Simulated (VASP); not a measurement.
# FeSi16 (a cell with a defect) in VASP: single point with r2SCAN

Aim: the single point of FeSi16 (a cell with a defect) with r2SCAN.

All numbers are computed with VASP 6.6.1; they aren't measurements. Logs are shortened: lines on timing, memory, paths and dates and some standing lists are left out, and cuts for length are marked.

### Step 1. The cell of the first run

The cell holds a defect, 17 atoms: a = 7.699 Å, b = 7.699 Å, c = 7.699 Å, α = 60.00°, β = 60.00°, γ = 60.00°.

### Step 2. Single point, r2SCAN, collinear spin, ferromagnetic start

Input file POSCAR:

```
FeSi16
1.0
    0.0000000000      5.4437023800     -5.4437023800
    5.4437023800      5.4437023800      0.0000000000
    5.4437023800      0.0000000000     -5.4437023800
Si Fe
16 1
Direct
    0.1273635940      0.1279916592      0.1166874042
    0.1226543910      0.6282222578      0.1207977502
    0.6185300490      0.1232463594      0.1347148409
    0.6183841924      0.6235461205      0.1348074249
    0.1389031669      0.1238035170      0.6178365872
    0.1389389881      0.6194997934      0.6178095835
    0.6503428646      0.1077277851      0.6341893364
    0.6230980798      0.6278136205      0.6213790292
    0.2444595437      0.7542015917      0.2444505425
    0.2445963991      0.2567825907      0.2444729537
    0.7507311596      0.7504962092      0.2482580615
    0.7369684674      0.2495037210      0.2640423557
    0.2492688625      0.7507881979      0.7492183105
    0.2782992887      0.2453553495      0.7309904587
    0.7550088548      0.7378433315      0.7548286466
    0.7550680976      0.2523501294      0.7547394610
   -0.1011472453      0.3566913406     -0.1120378113
```

Input file INCAR.step1:

```
PREC = Accurate
ENCUT = 520
ISMEAR = 0
SIGMA = 0.02
LREAL = Auto
LASPH = T
NELM = 150
ISPIN = 2
MAGMOM = 0 0 0 0 0 0 0 0 0 0 0 0 0 0 0 0 2.72
LMAXMIX = 4
NELECT = 71.0
NBANDS = 54
GGA = PE
ALGO = Normal
EDIFF = 1E-4
LWAVE = T
LCHARG = F
```

Input file INCAR.step2:

```
PREC = Accurate
ENCUT = 520
EDIFF = 1E-6
ISMEAR = 0
SIGMA = 0.02
LREAL = Auto
LASPH = T
NELM = 150
ALGO = Normal
ISIF = 2
LWAVE = F
LCHARG = F
ISPIN = 2
MAGMOM = 0 0 0 0 0 0 0 0 0 0 0 0 0 0 0 0 2.72
LORBIT = 11
LMAXMIX = 4
METAGGA = R2SCAN
LMIXTAU = T
NELECT = 71.0
NBANDS = 54
ISTART = 1
```

Input file KPOINTS:

```
Automatic mesh
0
Gamma
  2 2 2
```

Potentials or basis: VASP PAW PBE potentials, release 64 (Si, Fe).

The run is started by

```
$ cat potpaw_PBE.64/Si/POTCAR potpaw_PBE.64/Fe/POTCAR > POTCAR
$ cp INCAR.step1 INCAR
$ mpirun -np 1 vasp_std > vasp.out
$ cp INCAR.step2 INCAR
$ mpirun -np 1 vasp_std > vasp.out
```

OUTCAR:

```text
PREC = Accurate
   ENCUT = 520
   EDIFF = 1E-6
   ISMEAR = 0
   LREAL = Auto
   LASPH = T
   NELM = 150
   ISIF = 2
   ISPIN = 2
   LORBIT = 11
   METAGGA = R2SCAN
   NELECT = 71.0
   ISTART = 1

 ion  position               nearest neighbor table
   1  0.127  0.128  0.117-   9 2.35  10 2.35  14 2.43  12 2.46  17 2.49
   2  0.123  0.628  0.121-   9 2.33  10 2.33  13 2.34  11 2.34
   3  0.619  0.123  0.135-  11 2.34  12 2.35  10 2.35  16 2.39  17 2.80
   4  0.618  0.624  0.135-  11 2.34  12 2.35   9 2.35  15 2.39  17 2.80
   5  0.139  0.124  0.618-  13 2.35  10 2.35  14 2.35  16 2.41  17 2.74
   6  0.139  0.619  0.618-  13 2.35   9 2.35  14 2.35  15 2.41  17 2.74
   7  0.650  0.108  0.634-  15 2.33  16 2.33  12 2.34  14 2.35
   8  0.623  0.628  0.621-  11 2.35  13 2.35  15 2.36  16 2.36  17 2.95
   9  0.244  0.754  0.244-   2 2.33   1 2.35   6 2.35   4 2.35
  10  0.245  0.257  0.244-   2 2.33   1 2.35   5 2.35   3 2.35
  11  0.751  0.750  0.248-   2 2.34   3 2.34   4 2.34   8 2.35
  12  0.737  0.250  0.264-   7 2.34   3 2.35   4 2.35  17 2.38   1 2.46
  13  0.249  0.751  0.749-   2 2.34   5 2.35   6 2.35   8 2.35
  14  0.278  0.245  0.731-   7 2.35   5 2.35   6 2.35  17 2.39   1 2.43
  15  0.755  0.738  0.755-   7 2.33   8 2.36   4 2.39  17 2.40   6 2.41
  16  0.755  0.252  0.755-   7 2.33   8 2.36   3 2.39  17 2.40   5 2.41
  17  0.899  0.357  0.888-  12 2.38  14 2.39  15 2.40  16 2.40   1 2.49   6 2.74   5 2.74   4 2.80
                             3 2.80   8 2.95

  LATTYP: Found a face centered cubic cell.
 ALAT       =    10.8874047600

  Lattice vectors:

 A1 = (   0.0000000000,   5.4437023800,  -5.4437023800)
 A2 = (   5.4437023800,   5.4437023800,   0.0000000000)
 A3 = (   5.4437023800,   0.0000000000,  -5.4437023800)

Analysis of symmetry for initial positions (statically):
=====================================================================
 Subroutine PRICEL returns:
 Original cell was already a primitive cell.

 Routine SETGRP: Setting up the symmetry group for a
 face centered cubic supercell.

 Subroutine GETGRP returns: Found  1 space group operations
 (whereof  1 operations were pure point group operations)
 out of a pool of 48 trial point group operations.

The static configuration has the point symmetry C_1 .

Analysis of symmetry for dynamics (positions and initial velocities):
=====================================================================
 Subroutine PRICEL returns:
 Original cell was already a primitive cell.

 Routine SETGRP: Setting up the symmetry group for a
 face centered cubic supercell.

 Subroutine GETGRP returns: Found  1 space group operations
 (whereof  1 operations were pure point group operations)
 out of a pool of 48 trial point group operations.

The dynamic configuration has the point symmetry C_1 .

Analysis of structural, dynamic, and magnetic symmetry:
=====================================================================
 Subroutine PRICEL returns:
 Original cell was already a primitive cell.

 Routine SETGRP: Setting up the symmetry group for a
 face centered cubic supercell.

 Subroutine GETGRP returns: Found  1 space group operations
 (whereof  1 operations were pure point group operations)
 out of a pool of 48 trial point group operations.

The overall configuration has the point symmetry C_1 .

 Subroutine INISYM returns: Found  1 space group operations
 (whereof  1 operations are pure point group operations),
 and found     1 'primitive' translations

----------------------------------------------------------------------------------------

                                     Primitive cell

  volume of cell :     322.6362

  direct lattice vectors                    reciprocal lattice vectors
     0.000000000  5.443702380 -5.443702380    -0.091849254  0.091849254 -0.091849254
     5.443702380  5.443702380  0.000000000     0.091849254  0.091849254  0.091849254
     5.443702380  0.000000000 -5.443702380     0.091849254 -0.091849254 -0.091849254

  length of vectors
     7.698557735  7.698557735  7.698557735     0.159087574  0.159087574  0.159087574

  position of ions in fractional coordinates (direct lattice)
     0.127363594  0.127991659  0.116687404
     0.122654391  0.628222258  0.120797750
     0.618530049  0.123246359  0.134714841
     0.618384192  0.623546121  0.134807425
     0.138903167  0.123803517  0.617836587
     0.138938988  0.619499793  0.617809583
[... 9 lines left out ...]
     0.755068098  0.252350129  0.754739461
     0.898852755  0.356691341  0.887962189

  ion indices of the primitive-cell ions
   primitive index   ion index
                 1           1
                 2           2
                 3           3
                 4           4
                 5           5
[... 31 lines left out ...]
  Shift w.r.t. Gamma in fractional coordinates (k-lattice)
     0.000000000  0.000000000  0.000000000

 Subroutine IBZKPT returns following result:
 ===========================================

 Found      8 irreducible k-points:

 Following reciprocal coordinates:
            Coordinates               Weight
  0.000000  0.000000  0.000000      1.000000
  0.500000  0.000000  0.000000      1.000000
  0.000000  0.500000  0.000000      1.000000
  0.000000  0.000000  0.500000      1.000000
  0.500000  0.500000  0.500000      1.000000
  0.500000  0.500000  0.000000      1.000000
  0.000000  0.500000  0.500000      1.000000
  0.500000  0.000000  0.500000      1.000000
   k-points           NKPTS =      8   k-points in BZ     NKDIM =      8   number of bands    NBANDS=     54
   number of dos      NEDOS =    301   number of ions     NIONS =     17
   total plane-waves  NPLWV = 216000
   dimension x,y,z NGX =    60 NGY =   60 NGZ =   60
   dimension x,y,z NGXF=   120 NGYF=  120 NGZF=  120
   ions per type =              16   1
   NGX,Y,Z   is equivalent  to a cutoff of  12.96, 12.96, 12.96 a.u.
   NGXF,Y,Z  is equivalent  to a cutoff of  25.91, 25.91, 25.91 a.u.
 SYSTEM =  unknown system
   PREC   = accura    normal or accurate (medium, high low for compatibility)
   ISTART =      1    job   : 0-new  1-cont  2-samecut
   ICHARG =      0    charge: 1-file 2-atom 10-const
   ISPIN  =      2    spin polarized calculation?
   LNONCOLLINEAR =      F non collinear calculations
   LSORBIT =      F    spin-orbit coupling
   LASPH  =      T    aspherical Exc in radial PAW
   ENCUT  =  520.0 eV  38.22 Ry    6.18 a.u.  14.31 14.31 14.31*2*pi/ulx,y,z
   NELM   =    150;   NELMIN=  2; NELMDL=  0     # of ELM steps
   EDIFF  = 0.1E-05   stopping-criterion for ELM
   LREAL  =      T    real-space projection
   EDIFFG = 0.1E-04   stopping-criterion for IOM
   NSW    =      0    number of steps for IOM
   IBRION =     -1    ionic relax: 0-MD 1-quasi-New 2-CG
   NFREE  =      0    steps in history (QN), initial steepest desc. (CG)
   ISIF   =      2    stress and relaxation
   ISYM   =      2    0-nonsym 1-usesym 2-fastsym
   POTIM  = 0.5000    time-step for ionic-motion
   TEBEG  =    0.0;   TEEND  =   0.0 temperature during run
   PSTRESS=    0.0 pullay stress
   NELECT =      71.0000    total number of electrons
   NUPDOWN=      -1.0000    fix difference up-down
   EMIN   =  10.00;   EMAX   =-10.00  energy-range for DOS
   EFERMI =   0.00;   METHOD = LEGACY
   ISMEAR =     0;   SIGMA  =   0.02  broadening in eV -4-tet -1-fermi 0-gaus
   EFERMI_NEDOS =   21; number of points for ismear=-14 and -15
   IALGO  =     38    algorithm
   IMIX   =      4    mixing-type and parameters
     AMIX     =   0.40;   BMIX     =  1.00
     AMIX_MAG =   1.60;   BMIX_MAG =  1.00
  volume/ion in A,a.u.               =      18.98       128.07
  Fermi-wavevector in a.u.,A,eV,Ry     =   0.988378  1.867764 13.291420  0.976892
  Thomas-Fermi vector in A             =   2.119901
   LORBIT       =     11    0 simple, 1 ext, 2 COOP (PROOUT), +10 PAW based schemes
   METAGGA = R2SCAN    functional components
   LHFCALC =     F    Hartree Fock is set to
   AEXX    =    0.0000 exact exchange contribution
   IVDW    =     0    specifies the selected vdW correction
   LEPSILON=     F    determine dielectric tensor
   LRPA    =     F    only Hartree local field effects (RPA)
 spin polarized calculation
 Gauss-broadening in eV      SIGMA  =   0.02
  energy-cutoff  :      520.00
  volume of cell :      322.64
 maximum number of plane-waves:      8694
 NGX is ok and might be reduce to    60
   NGX = 29   NGY = 29   NGZ = 29

 number of electron      71.0000000 magnetization       3.0000363

 Free energy of the ion-electron system (eV)
  ---------------------------------------------------
  ext. energy  EPLUGINS =         0.00000000
  ---------------------------------------------------
  free energy    TOTEN  =      -158.25880542 eV

  energy without entropy =     -158.25880542  energy(sigma->0) =     -158.25880542

 E-fermi :   6.2186     XC(G=0): -10.0640

 val. band max:        6.1236582908   @ k =   0.0000   0.0000   0.0000
 cond. band min:       6.3167677571   @ k =   0.0000   0.0000   0.0000
 fundamental gap:      0.1931094664
 Fermi energy:         6.2186479811

 spin component 1

 k-point     1 :       0.0000    0.0000    0.0000
  band No.  band energies     occupation
      1      -6.6542      1.00000
      2      -4.2043      1.00000
      3      -4.1849      1.00000
      4      -4.1640      1.00000
      5      -4.1585      1.00000
      6      -2.5342      1.00000
[... 389 lines left out ...]
     46      10.3493      0.00000
     47      10.5244      0.00000
 Fermi energy:         6.2186479811

 spin component 2

 k-point     1 :       0.0000    0.0000    0.0000
  band No.  band energies     occupation
      1      -6.6199      1.00000
      2      -4.1795      1.00000
      3      -4.1430      1.00000
      4      -4.1204      1.00000
      5      -4.1152      1.00000
      6      -2.5117      1.00000
[... 389 lines left out ...]
     46      10.6151      0.00000
     47      10.6602      0.00000
 [bands above 47 left out]

------------------------ aborting loop because EDIFF is reached ----------------------------------------

  FORCE on cell =-STRESS in cart. coord.  units (eV):
  Direction    XX          YY          ZZ          XY          YZ          ZX
  --------------------------------------------------------------------------------------
  -------------------------------------------------------------------------------------
  Total       -7.5353288     -7.5352719     -7.6095440      0.1817760      0.0988869     -0.1006019
  in kB      -37.4196461    -37.4193632    -37.7881908      0.9026803      0.4910617     -0.4995784
  external PRESSURE =     -37.5424000 kB  Pullay stress =       0.0000000 kB

 VOLUME and BASIS-vectors are now :
 -----------------------------------------------------------------------------
  energy-cutoff  :      520.00
  volume of cell :      322.64
      direct lattice vectors                 reciprocal lattice vectors
     0.000000000  5.443702380 -5.443702380    -0.091849254  0.091849254 -0.091849254
     5.443702380  5.443702380  0.000000000     0.091849254  0.091849254  0.091849254
     5.443702380  0.000000000 -5.443702380     0.091849254 -0.091849254 -0.091849254

 POSITION                                       TOTAL-FORCE (eV/Angst)
 -----------------------------------------------------------------------------------
      1.33196      1.39008     -1.32854         0.002976     -0.002143     -0.004562
      4.07744      4.08755     -1.32528         0.001616     -0.000199     -0.001150
      1.40426      4.03801     -4.10044        -0.002209     -0.003023      0.002418
      4.12825      6.76070     -4.10015         0.000985      0.002845      0.001325
      4.03727      1.43010     -4.11947        -0.003656     -0.008451      0.000695
      6.73554      4.12871     -4.11951         0.008855      0.000297      0.000712
[... 9 lines left out ...]
      5.48230      5.48408     -8.21894        -0.013195     -0.000717      0.004157
      6.77552      6.83481     -9.72689        -0.003475     -0.000826     -0.008924
 -----------------------------------------------------------------------------------
    total drift:                                0.002299     -0.003190      0.000156

  FREE ENERGIE OF THE ION-ELECTRON SYSTEM (eV)
  ---------------------------------------------------
  free  energy   TOTEN  =      -158.2588054182 eV

  energy  without entropy=     -158.2588054182  energy(sigma->0) =     -158.25880542

 total charge

# of ion       s       p       d       tot
------------------------------------------
    1        0.730   0.940   0.000   1.670
    2        0.731   0.978   0.000   1.709
    3        0.729   0.957   0.000   1.687
    4        0.729   0.957   0.000   1.687
    5        0.729   0.954   0.000   1.683
    6        0.729   0.954   0.000   1.682
[... 9 lines left out ...]
   16        0.726   0.970   0.000   1.696
   17        0.373   0.440   6.371   7.184
--------------------------------------------------
tot         12.066  15.794   6.371  34.231

 magnetization (x)

# of ion       s       p       d       tot
------------------------------------------
    1        0.001   0.030   0.000   0.031
    2       -0.001  -0.004   0.000  -0.004
    3        0.001   0.003   0.000   0.005
    4        0.001   0.003   0.000   0.005
    5        0.001   0.003   0.000   0.005
    6        0.001   0.003   0.000   0.005
[... 9 lines left out ...]
   16        0.001   0.027   0.000   0.028
   17        0.030   0.017   2.485   2.532
--------------------------------------------------
tot          0.052   0.198   2.485   2.735
```

Wall time 19 min (1 thread of Intel Xeon 6975P-C (Granite Rapids), shared host); peak memory 0.82 GiB.

Results:

* Free energy: -158.2588 eV
* Largest force: 0.021 eV/Å
* Net moment: 3.00 μB per cell
* Site moments: Si +0.03, -0.00, +0.01, +0.02, +0.00 (each value once); Fe +2.53 μB
* Valence electrons inside the program's atomic spheres: Si 1.67, 1.71, 1.69, 1.68, 1.70 (each value once); Fe 7.18

Forces on the atoms (eV/Å):
```
Si   0.003 -0.002 -0.005
Si   0.002  0.000 -0.001
Si  -0.002 -0.003  0.002
Si   0.001  0.003  0.001
Si  -0.004 -0.008  0.001
Si   0.009  0.000  0.001
Si   0.008 -0.007  0.018
Si   0.002 -0.007  0.000
Si  -0.002  0.000 -0.011
Si  -0.001  0.002 -0.008
Si  -0.002  0.002 -0.005
Si  -0.005  0.006  0.001
Si  -0.003  0.001  0.001
Si   0.008 -0.004  0.005
Si   0.003  0.019  0.004
Si  -0.013 -0.001  0.004
Fe  -0.003 -0.001 -0.009
```

Caveat: the k points lie up to 0.50 Å⁻¹ apart; the cell carries a net charge on a neutralising background, which shifts energy and pressure; the cell is charged against a uniform background, so pressure and absolute levels hang on convention; the PAW data sets were made with another functional, which shifts forces and pressure a little.
